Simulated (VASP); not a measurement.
# Ge (Cmcm) in VASP: single point with PBE

Aim: the single point of Ge with PBE.

Everything below comes from runs of VASP 6.6.1. Logs are shortened: lines on timing, memory, paths and dates and some standing lists are left out, and cuts for length are marked.

## Step 1: The cell of the first run

It takes space group Cmcm (No. 63, orthorhombic). The conventional cell has a = 5.794 Å, b = 8.137 Å, c = 7.873 Å, α = 90.00°, β = 90.00°, γ = 90.00°. Ge (site symmetry m) has 5 Ge at 2.27 to 3.05 Å within 3.1 Å. Within 3.3 Å of Ge (site symmetry m2m) lie 7 Ge at 2.27 to 3.23 Å. Within 4.1 Å of Ge (site symmetry m2m) lie 17 Ge at 2.93 to 4.04 Å.

The cell was generated, and may not be a known phase.

## Step 2: Single point, PBE

Contents of INCAR:

```
PREC = Accurate ; ENCUT = 520
EDIFF = 1E-6 ; ISMEAR = 0
SIGMA = 0.1 ; LREAL = F
LASPH = T ; NELM = 80
ALGO = Normal ; ISIF = 2
LWAVE = F ; LCHARG = F
GGA = PE ; NBANDS = 66
```

Contents of KPOINTS:

```
Automatic mesh
0
Gamma
  4 4 2
```

Contents of POSCAR:

```
Ge
1.0
    2.8967988300     -4.0684775200      0.0000000000
    2.8967988300      4.0684775200      0.0000000000
    0.0000000000      0.0000000000      7.8733292500
Ge
8
Direct
    0.2763219500      0.7236780500      0.4922981200
    0.7236780500      0.2763219500      0.9922981200
    0.2763219500      0.7236780500      0.0077018800
    0.7236780500      0.2763219500      0.5077018800
    0.5973819700      0.4026180300      0.2500000000
    0.4026180300      0.5973819700      0.7500000000
    0.9839342400      0.0160657600      0.2500000000
    0.0160657600      0.9839342400      0.7500000000
```

Potentials or basis: VASP PAW PBE potentials, release 64 (Ge_d).

Command:

```console
cat potpaw_PBE.64/Ge_d/POTCAR > POTCAR
mpirun -np 1 vasp_std > vasp.out
```

OUTCAR:

```text
PREC = Accurate
   ENCUT = 520
   EDIFF = 1E-6
   ISMEAR = 0
   LREAL = F
   LASPH = T
   NELM = 80
   ISIF = 2
   GGA = PE

 ion  position               nearest neighbor table
   1  0.276  0.724  0.492-   6 2.27
   2  0.724  0.276  0.992-   5 2.27
   3  0.276  0.724  0.008-   6 2.27
   4  0.724  0.276  0.508-   5 2.27
   5  0.597  0.403  0.250-   2 2.27   4 2.27
   6  0.403  0.597  0.750-   1 2.27   3 2.27
   7  0.984  0.016  0.250-
   8  0.016  0.984  0.750-

  LATTYP: Found a base centered orthorhombic cell.
 ALAT       =     5.7935976600
 B/A-ratio  =     1.4044736134
 C/A-ratio  =     1.3589706625

  Lattice vectors:

 A1 = (   2.8967988300,  -4.0684775200,   0.0000000000)
 A2 = (   2.8967988300,   4.0684775200,   0.0000000000)
 A3 = (   0.0000000000,   0.0000000000,   7.8733292500)

Analysis of symmetry for initial positions (statically):
=====================================================================
 Subroutine PRICEL returns:
 Original cell was already a primitive cell.

 Routine SETGRP: Setting up the symmetry group for a
 base centered orthorhombic supercell.

 Subroutine GETGRP returns: Found  8 space group operations
 (whereof  4 operations were pure point group operations)
 out of a pool of  8 trial point group operations.

The static configuration has the point symmetry C_2h.
 The point group associated with its full space group is D_2h.

Analysis of symmetry for dynamics (positions and initial velocities):
=====================================================================
 Subroutine PRICEL returns:
 Original cell was already a primitive cell.

 Routine SETGRP: Setting up the symmetry group for a
 base centered orthorhombic supercell.

 Subroutine GETGRP returns: Found  8 space group operations
 (whereof  4 operations were pure point group operations)
 out of a pool of  8 trial point group operations.

The dynamic configuration has the point symmetry C_2h.
 The point group associated with its full space group is D_2h.

 Subroutine INISYM returns: Found  8 space group operations
 (whereof  4 operations are pure point group operations),
 and found     1 'primitive' translations

----------------------------------------------------------------------------------------

                                     Primitive cell

  volume of cell :     185.5832

  direct lattice vectors                    reciprocal lattice vectors
     2.896798830 -4.068477520  0.000000000     0.172604323 -0.122896095  0.000000000
     2.896798830  4.068477520  0.000000000     0.172604323  0.122896095  0.000000000
     0.000000000  0.000000000  7.873329250     0.000000000  0.000000000  0.127011073

  length of vectors
     4.994392134  4.994392134  7.873329250     0.211886060  0.211886060  0.127011073

  position of ions in fractional coordinates (direct lattice)
     0.276321950  0.723678050  0.492298120
     0.723678050  0.276321950  0.992298120
     0.276321950  0.723678050  0.007701880
     0.723678050  0.276321950  0.507701880
     0.597381970  0.402618030  0.250000000
     0.402618030  0.597381970  0.750000000
     0.983934240  0.016065760  0.250000000
     0.016065760  0.983934240  0.750000000

  ion indices of the primitive-cell ions
   primitive index   ion index
                 1           1
                 2           2
                 3           3
                 4           4
                 5           5
                 6           6
                 7           7
                 8           8

----------------------------------------------------------------------------------------

 KPOINTS: Automatic mesh

Automatic generation of k-mesh.
 Grid dimensions read from file:
 generate k-points for:    4    4    2

 Generating k-lattice:

  Cartesian coordinates                     Fractional coordinates (reciprocal lattice)
     0.043151081 -0.030724024  0.000000000     0.250000000  0.000000000  0.000000000
     0.043151081  0.030724024  0.000000000     0.000000000  0.250000000  0.000000000
     0.000000000  0.000000000  0.063505537     0.000000000  0.000000000  0.500000000

  Length of vectors
     0.052971515  0.052971515  0.063505537

  Shift w.r.t. Gamma in fractional coordinates (k-lattice)
     0.000000000  0.000000000  0.000000000

 Subroutine IBZKPT returns following result:
 ===========================================

 Found     14 irreducible k-points:

 Following reciprocal coordinates:
            Coordinates               Weight
  0.000000  0.000000  0.000000      1.000000
  0.250000 -0.000000  0.000000      4.000000
  0.500000 -0.000000  0.000000      2.000000
  0.250000  0.250000  0.000000      2.000000
  0.500000  0.250000  0.000000      4.000000
 -0.250000  0.250000  0.000000      2.000000
  0.500000  0.500000  0.000000      1.000000
  0.000000  0.000000  0.500000      1.000000
  0.250000 -0.000000  0.500000      4.000000
  0.500000 -0.000000  0.500000      2.000000
  0.250000  0.250000  0.500000      2.000000
  0.500000  0.250000  0.500000      4.000000
 -0.250000  0.250000  0.500000      2.000000
  0.500000  0.500000  0.500000      1.000000
   k-points           NKPTS =     14   k-points in BZ     NKDIM =     14   number of bands    NBANDS=     66
   number of dos      NEDOS =    301   number of ions     NIONS =      8
   total plane-waves  NPLWV =  96000
   dimension x,y,z NGX =    40 NGY =   40 NGZ =   60
   dimension x,y,z NGXF=    80 NGYF=   80 NGZF=  120
   ions per type =               8
   NGX,Y,Z   is equivalent  to a cutoff of  13.31, 13.31, 12.67 a.u.
   NGXF,Y,Z  is equivalent  to a cutoff of  26.63, 26.63, 25.34 a.u.
 SYSTEM =  unknown system
   PREC   = accura    normal or accurate (medium, high low for compatibility)
   ISTART =      0    job   : 0-new  1-cont  2-samecut
   ICHARG =      2    charge: 1-file 2-atom 10-const
   ISPIN  =      1    spin polarized calculation?
   LNONCOLLINEAR =      F non collinear calculations
   LSORBIT =      F    spin-orbit coupling
   LASPH  =      T    aspherical Exc in radial PAW
   ENCUT  =  520.0 eV  38.22 Ry    6.18 a.u.   9.29  9.29 14.64*2*pi/ulx,y,z
   NELM   =     80;   NELMIN=  2; NELMDL= -5     # of ELM steps
   EDIFF  = 0.1E-05   stopping-criterion for ELM
   LREAL  =      F    real-space projection
   EDIFFG = 0.1E-04   stopping-criterion for IOM
   NSW    =      0    number of steps for IOM
   IBRION =     -1    ionic relax: 0-MD 1-quasi-New 2-CG
   NFREE  =      0    steps in history (QN), initial steepest desc. (CG)
   ISIF   =      2    stress and relaxation
   ISYM   =      2    0-nonsym 1-usesym 2-fastsym
   POTIM  = 0.5000    time-step for ionic-motion
   TEBEG  =    0.0;   TEEND  =   0.0 temperature during run
   PSTRESS=    0.0 pullay stress
   NELECT =     112.0000    total number of electrons
   NUPDOWN=      -1.0000    fix difference up-down
   EMIN   =  10.00;   EMAX   =-10.00  energy-range for DOS
   EFERMI =   0.00;   METHOD = LEGACY
   ISMEAR =     0;   SIGMA  =   0.10  broadening in eV -4-tet -1-fermi 0-gaus
   EFERMI_NEDOS =   21; number of points for ismear=-14 and -15
   IALGO  =     38    algorithm
   IMIX   =      4    mixing-type and parameters
     AMIX     =   0.40;   BMIX     =  1.00
     AMIX_MAG =   1.60;   BMIX_MAG =  1.00
  volume/ion in A,a.u.               =      23.20       156.55
  Fermi-wavevector in a.u.,A,eV,Ry     =   1.383464  2.614368 26.041189  1.913973
  Thomas-Fermi vector in A             =   2.508060
   LORBIT       =      0    0 simple, 1 ext, 2 COOP (PROOUT), +10 PAW based schemes
   GGA     = PE    functional components
   LHFCALC =     F    Hartree Fock is set to
   AEXX    =    0.0000 exact exchange contribution
   IVDW    =     0    specifies the selected vdW correction
   LEPSILON=     F    determine dielectric tensor
   LRPA    =     F    only Hartree local field effects (RPA)
 non-spin polarized calculation
 Gauss-broadening in eV      SIGMA  =   0.10
  energy-cutoff  :      520.00
  volume of cell :      185.58
 maximum number of plane-waves:      5037
 NGX is ok and might be reduce to    40
   NGX = 19   NGY = 19   NGZ = 29

 number of electron     112.0000015 magnetization

 Free energy of the ion-electron system (eV)
  ---------------------------------------------------
  ext. energy  EPLUGINS =         0.00000000
  ---------------------------------------------------
  free energy    TOTEN  =       -31.32481132 eV

  energy without entropy =      -31.29932813  energy(sigma->0) =      -31.31206972

 E-fermi :   4.3678     XC(G=0): -10.1281

 val. band max:        4.3411165640   @ k =   0.2500   0.2500   0.5000
 cond. band min:       4.4016035432   @ k =   0.2500   0.2500   0.5000
 fundamental gap:      0.0604869793
 Fermi energy:         4.3677931924

 k-point     1 :       0.0000    0.0000    0.0000
  band No.  band energies     occupation
      1     -20.2761      2.00000
      2     -20.2735      2.00000
      3     -20.2657      2.00000
      4     -20.2600      2.00000
      5     -20.1857      2.00000
      6     -20.1842      2.00000
[... 58 lines left out ...]
     65       7.9187      0.00000
     66       8.8465      0.00000

 k-point     2 :       0.2500   -0.0000    0.0000
  band No.  band energies     occupation
      1     -20.2747      2.00000
      2     -20.2719      2.00000
      3     -20.2666      2.00000
      4     -20.2613      2.00000
      5     -20.1868      2.00000
      6     -20.1819      2.00000
[... 58 lines left out ...]
     65       8.1345      0.00000
     66       8.5516      0.00000

 k-point     3 :       0.5000   -0.0000    0.0000
  band No.  band energies     occupation
      1     -20.2730      2.00000
      2     -20.2692      2.00000
      3     -20.2688      2.00000
      4     -20.2629      2.00000
      5     -20.1829      2.00000
      6     -20.1800      2.00000
[... 748 lines left out ...]
     65       9.4918      0.00000
     66       9.4918      0.00000

 k-point    14 :       0.5000    0.5000    0.5000
  band No.  band energies     occupation
      1     -20.2735      2.00000
      2     -20.2735      2.00000
      3     -20.2673      2.00000
      4     -20.2673      2.00000
      5     -20.1674      2.00000
      6     -20.1674      2.00000
[... 58 lines left out ...]
     65       9.6110      0.00000
     66       9.6110      0.00000

------------------------ aborting loop because EDIFF is reached ----------------------------------------

  FORCE on cell =-STRESS in cart. coord.  units (eV):
  Direction    XX          YY          ZZ          XY          YZ          ZX
  --------------------------------------------------------------------------------------
  -------------------------------------------------------------------------------------
  Total      -10.0599294     -2.4042492     12.9867267      0.0000000      0.0000000      0.0000000
  in kB      -86.8494049    -20.7563695    112.1170387      0.0000000      0.0000000      0.0000000
  external PRESSURE =       1.5037548 kB  Pullay stress =       0.0000000 kB

 VOLUME and BASIS-vectors are now :
 -----------------------------------------------------------------------------
  energy-cutoff  :      520.00
  volume of cell :      185.58
      direct lattice vectors                 reciprocal lattice vectors
     2.896798830 -4.068477520  0.000000000     0.172604323 -0.122896095  0.000000000
     2.896798830  4.068477520  0.000000000     0.172604323  0.122896095  0.000000000
     0.000000000  0.000000000  7.873329250     0.000000000  0.000000000  0.127011073

 POSITION                                       TOTAL-FORCE (eV/Angst)
 -----------------------------------------------------------------------------------
      2.89680      1.82006      3.87603         0.000000      1.253514     -1.998912
      2.89680     -1.82006      7.81269         0.000000     -1.253514     -1.998912
      2.89680      1.82006      0.06064         0.000000      1.253514      1.998912
      2.89680     -1.82006      3.99730         0.000000     -1.253514      1.998912
      2.89680     -0.79239      1.96833         0.000000      2.365023     -0.000000
      2.89680      0.79239      5.90500         0.000000     -2.365023     -0.000000
      2.89680     -3.93775      1.96833         0.000000     -0.182338      0.000000
      2.89680      3.93775      5.90500         0.000000      0.182338      0.000000
 -----------------------------------------------------------------------------------
    total drift:                                0.000000     -0.000000      0.000000

  FREE ENERGIE OF THE ION-ELECTRON SYSTEM (eV)
  ---------------------------------------------------
  free  energy   TOTEN  =       -31.3248113185 eV

  energy  without entropy=      -31.2993281278  energy(sigma->0) =      -31.31206972
```

Run time: 97 s. Hardware: 1 thread of Intel Xeon 6975P-C (Granite Rapids), shared host; peak memory 0.35 GiB.

What came out:

| Item | Value |
| --- | --- |
| Free energy | -31.3248 eV |
| Pressure | 0.2 GPa |
| Largest force | 2.365 eV/Å |
| Band gap on the k mesh | zero (bands 56 and 57 overlap by 1.23 eV) |

Forces on the atoms (eV/Å):
```
Ge   0.000  1.254 -1.999
Ge   0.000 -1.254 -1.999
Ge   0.000  1.254  1.999
Ge   0.000 -1.254  1.999
Ge   0.000  2.365  0.000
Ge   0.000 -2.365  0.000
Ge   0.000 -0.182  0.000
Ge   0.000  0.182  0.000
```

Levels at points of the mesh, in eV from the Fermi level:
```tsv
k point	band 52	band 53	band 54	band 55	band 56	band 57	band 58	band 59	band 60	band 61
(0.00, 0.00, 0.00)	-2.07	-1.89	-1.88	-1.23	-0.95	0.13	0.34	0.82	1.18	1.90
(0.50, 0.00, 0.00)	-1.95	-0.57	-0.42	-0.21	-0.11	0.60	0.82	1.68	1.83	2.03
(0.50, 0.50, 0.00)	-2.34	-1.20	-0.55	-0.12	0.31	1.27	1.30	1.42	1.46	3.09
(0.00, 0.00, 0.50)	-1.77	-1.47	-1.47	-1.24	-1.24	-0.55	-0.55	0.54	0.54	3.31
(0.50, 0.00, 0.50)	-2.38	-0.31	-0.31	0.10	0.10	0.64	0.64	1.61	1.61	2.69
(0.50, 0.50, 0.50)	-3.06	-2.30	-2.30	-0.11	-0.11	1.17	1.17	1.54	1.54	4.55
```

Caveat: the k points lie up to 0.40 Å⁻¹ apart, too coarse for converged energies and pressures of a metal; forces of over 1 eV/Å act on the atoms, so gaps and moduli don't describe the material at rest.

The gap in the log of VASP goes by the Fermi energy; the results here count the filled bands.